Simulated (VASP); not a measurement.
# Si (a cell with a defect) in VASP: single point with LDA

Aim: the single point of Si (a cell with a defect) with LDA.

All numbers are computed with VASP 6.6.1; they aren't measurements. Logs are shortened: lines on timing, memory, paths and dates and some standing lists are left out, and cuts for length are marked.

## (1) The cell of the first run

The cell holds a defect, 15 atoms: a = 7.640 Å, b = 7.640 Å, c = 7.640 Å, α = 60.00°, β = 60.00°, γ = 60.00°.

## (2) Single point, LDA

INCAR

```
SYSTEM = Si
PREC = Accurate
ENCUT = 520
EDIFF = 1E-6
ISMEAR = 0
SIGMA = 0.02
LREAL = Auto
LASPH = .TRUE.
NELM = 80
ALGO = Normal
ISIF = 2
LWAVE = .FALSE.
LCHARG = .TRUE.
GGA = CA
LELF = .TRUE.
LVHAR = .TRUE.
NELECT = 62.0
NBANDS = 43
```

KPOINTS

```
regular mesh
0
G
  3 3 3
  0 0 0
```

POSCAR

```
Si
1.0
    0.0000000000      5.4019422852     -5.4019422852
    5.4019422852      5.4019422852      0.0000000000
    5.4019422852      0.0000000000     -5.4019422852
Si
15
Direct
   -0.0624999273      0.1874999670      0.1874999670
    0.1269290681      0.6209023205      0.1312662118
    0.6343414681      0.1324388456      0.1324388456
    0.6343415607      0.6007808541      0.1324387530
    0.1269290681      0.1312662118      0.6209023205
    0.1269289755      0.6209024130      0.6209024130
    0.6343415607      0.1324387530      0.6007808541
    0.6273916531      0.6242028000      0.6242028000
    0.2406584394      0.7742191196      0.2425612735
    0.2406585319      0.2425611809      0.2425611809
    0.7480709320      0.7540976532      0.2437338147
    0.2476085322      0.7507971737      0.7507971737
    0.2406584394      0.2425612735      0.7742191196
    0.7480709320      0.7540976532      0.7540976532
    0.7480709320      0.2437338147      0.7540976532
```

Potentials or basis: VASP PAW LDA potentials, release 64 (Si).

Command:

```
cat potpaw_LDA.64/Si/POTCAR > POTCAR
mpirun -np 1 vasp_std > vasp.out
```

OUTCAR:

```text
SYSTEM = Si
   PREC = Accurate
   ENCUT = 520
   EDIFF = 1E-6
   ISMEAR = 0
   LREAL = Auto
   LASPH = .TRUE.
   NELM = 80
   ISIF = 2
   GGA = CA
   NELECT = 62.0

 ion  position               nearest neighbor table
   1  0.938  0.187  0.187-   9 2.80  13 2.80  10 2.80   4 2.80   7 2.80   3 2.80
   2  0.127  0.621  0.131-  11 2.36  10 2.37   9 2.37  12 2.37
   3  0.634  0.132  0.132-  15 2.37  11 2.37  10 2.47   1 2.80
   4  0.634  0.601  0.132-  14 2.37  11 2.37   9 2.47   1 2.80
   5  0.127  0.131  0.621-  15 2.36  10 2.37  13 2.37  12 2.37
   6  0.127  0.621  0.621-  14 2.36  13 2.37   9 2.37  12 2.37
   7  0.634  0.132  0.601-  14 2.37  15 2.37  13 2.47   1 2.80
   8  0.627  0.624  0.624-  12 2.37  14 2.37  11 2.37  15 2.37
   9  0.241  0.774  0.243-   6 2.37   2 2.37   4 2.47   1 2.80
  10  0.241  0.243  0.243-   2 2.37   5 2.37   3 2.47   1 2.80
  11  0.748  0.754  0.244-   2 2.36   3 2.37   4 2.37   8 2.37
  12  0.248  0.751  0.751-   8 2.37   5 2.37   2 2.37   6 2.37
  13  0.241  0.243  0.774-   6 2.37   5 2.37   7 2.47   1 2.80
  14  0.748  0.754  0.754-   6 2.36   4 2.37   7 2.37   8 2.37
  15  0.748  0.244  0.754-   5 2.36   3 2.37   7 2.37   8 2.37

  LATTYP: Found a face centered cubic cell.
 ALAT       =    10.8038845704

  Lattice vectors:

 A1 = (   0.0000000000,   5.4019422852,  -5.4019422852)
 A2 = (   5.4019422852,   5.4019422852,   0.0000000000)
 A3 = (   5.4019422852,   0.0000000000,  -5.4019422852)

Analysis of symmetry for initial positions (statically):
=====================================================================
 Subroutine PRICEL returns:
 Original cell was already a primitive cell.

 Routine SETGRP: Setting up the symmetry group for a
 face centered cubic supercell.

 Subroutine GETGRP returns: Found 12 space group operations
 (whereof  2 operations were pure point group operations)
 out of a pool of 48 trial point group operations.

The static configuration has the point symmetry C_1h.
 The point group associated with its full space group is D_3d.

Analysis of symmetry for dynamics (positions and initial velocities):
=====================================================================
 Subroutine PRICEL returns:
 Original cell was already a primitive cell.

 Routine SETGRP: Setting up the symmetry group for a
[... 127 lines left out ...]
   EMIN   =  10.00;   EMAX   =-10.00  energy-range for DOS
   EFERMI =   0.00;   METHOD = LEGACY
   ISMEAR =     0;   SIGMA  =   0.02  broadening in eV -4-tet -1-fermi 0-gaus
   EFERMI_NEDOS =   21; number of points for ismear=-14 and -15
   IALGO  =     38    algorithm
   IMIX   =      4    mixing-type and parameters
     AMIX     =   0.40;   BMIX     =  1.00
     AMIX_MAG =   1.60;   BMIX_MAG =  1.00
  volume/ion in A,a.u.               =      21.02       141.84
  Fermi-wavevector in a.u.,A,eV,Ry     =   0.952019  1.799054 12.331498  0.906340
  Thomas-Fermi vector in A             =   2.080543
   LORBIT       =      0    0 simple, 1 ext, 2 COOP (PROOUT), +10 PAW based schemes
   GGA     = CA    functional components
   LHFCALC =     F    Hartree Fock is set to
   AEXX    =    0.0000 exact exchange contribution
   IVDW    =     0    specifies the selected vdW correction
   LEPSILON=     F    determine dielectric tensor
   LRPA    =     F    only Hartree local field effects (RPA)
 non-spin polarized calculation
 Gauss-broadening in eV      SIGMA  =   0.02
  energy-cutoff  :      520.00
  volume of cell :      315.27
 maximum number of plane-waves:      8492
 NGX is ok and might be reduce to    60
   NGX = 29   NGY = 29   NGZ = 29

 number of electron      62.0000000 magnetization

 Free energy of the ion-electron system (eV)
  ---------------------------------------------------
  ext. energy  EPLUGINS =         0.00000000
  ---------------------------------------------------
  free energy    TOTEN  =       -74.73940315 eV

  energy without entropy =      -74.73738070  energy(sigma->0) =      -74.73839193

 E-fermi :   5.8350     XC(G=0):  -9.5972

 val. band max:        5.8337905767   @ k =   0.3333   0.0000   0.0000
 cond. band min:       5.9310141043   @ k =   0.0000   0.0000   0.0000
 fundamental gap:      0.0972235275
 Fermi energy:         5.8350117757

 k-point     1 :       0.0000    0.0000    0.0000
  band No.  band energies     occupation
      1      -6.4091      2.00000
      2      -4.1252      2.00000
      3      -4.1252      2.00000
      4      -3.9877      2.00000
      5      -3.6093      2.00000
      6      -2.3574      2.00000
[... 265 lines left out ...]
     42       9.0992      0.00000
     43       9.1292      0.00000

------------------------ aborting loop because EDIFF is reached ----------------------------------------

  FORCE on cell =-STRESS in cart. coord.  units (eV):
  Direction    XX          YY          ZZ          XY          YZ          ZX
  --------------------------------------------------------------------------------------
  -------------------------------------------------------------------------------------
  Total        7.4726370      7.4726370      7.4726370      3.6293706      3.6293706     -3.6293706
  in kB       37.9756009     37.9756009     37.9756009     18.4442961     18.4442961    -18.4442961
  external PRESSURE =      37.9756009 kB  Pullay stress =       0.0000000 kB

 VOLUME and BASIS-vectors are now :
 -----------------------------------------------------------------------------
  energy-cutoff  :      520.00
  volume of cell :      315.27
      direct lattice vectors                 reciprocal lattice vectors
     0.000000000  5.401942285 -5.401942285    -0.092559301  0.092559301 -0.092559301
     5.401942285  5.401942285  0.000000000     0.092559301  0.092559301  0.092559301
     5.401942285  0.000000000 -5.401942285     0.092559301 -0.092559301 -0.092559301

 POSITION                                       TOTAL-FORCE (eV/Angst)
 -----------------------------------------------------------------------------------
      2.02573      6.07719     -6.07719        -0.000000      0.000000      0.000000
      4.06317      4.03974     -1.39476        -0.003233      0.003233      0.016848
      1.43085      4.14210     -4.14210        -0.004360      0.009494     -0.009494
      3.96081      6.67206     -4.14210        -0.009494      0.004360     -0.009494
      4.06317      1.39476     -4.03974        -0.003233     -0.016848     -0.003233
      6.70816      4.03974     -4.03974         0.016848      0.003233     -0.003233
      3.96081      4.14210     -6.67206        -0.009494      0.009494     -0.004360
      6.74381      6.76104     -6.76104         0.003949     -0.003949      0.003949
      5.49259      5.48231     -2.61033         0.009494     -0.004360      0.009494
      2.62060      2.61032     -2.61032         0.004360     -0.009494      0.009494
      5.39023      8.11463     -5.35767         0.003233     -0.003233     -0.016848
      8.11153      5.39333     -5.39333        -0.003949      0.003949     -0.003949
      5.49259      2.61033     -5.48231         0.009494     -0.009494      0.004360
      8.14718      8.11463     -8.11463        -0.016848     -0.003233      0.003233
      5.39023      5.35767     -8.11463         0.003233      0.016848      0.003233
 -----------------------------------------------------------------------------------
    total drift:                               -0.000321     -0.000185      0.000169

  FREE ENERGIE OF THE ION-ELECTRON SYSTEM (eV)
  ---------------------------------------------------
  free  energy   TOTEN  =       -74.7394031500 eV

  energy  without entropy=      -74.7373807014  energy(sigma->0) =      -74.73839193
```

Run time: 2.1 min. Hardware: 1 thread of AMD EPYC 7R43 (Zen 3), shared host; peak memory 0.32 GiB.

Results:

```
Free energy   : -74.7394 eV
Largest force : 0.017 eV/Å
```

Forces in eV/Å, atoms in the order of the input:
```
Si   0.000  0.000  0.000
Si  -0.003  0.003  0.017
Si  -0.004  0.009 -0.009
Si  -0.009  0.004 -0.009
Si  -0.003 -0.017 -0.003
Si   0.017  0.003 -0.003
Si  -0.009  0.009 -0.004
Si   0.004 -0.004  0.004
Si   0.009 -0.004  0.009
Si   0.004 -0.009  0.009
Si   0.003 -0.003 -0.017
Si  -0.004  0.004 -0.004
Si   0.009 -0.009  0.004
Si  -0.017 -0.003  0.003
Si   0.003  0.017  0.003
```

Caveat: the cell carries a net charge on a neutralising background, which shifts energy and pressure; the cell is charged against a uniform background, so pressure and absolute levels hang on convention.
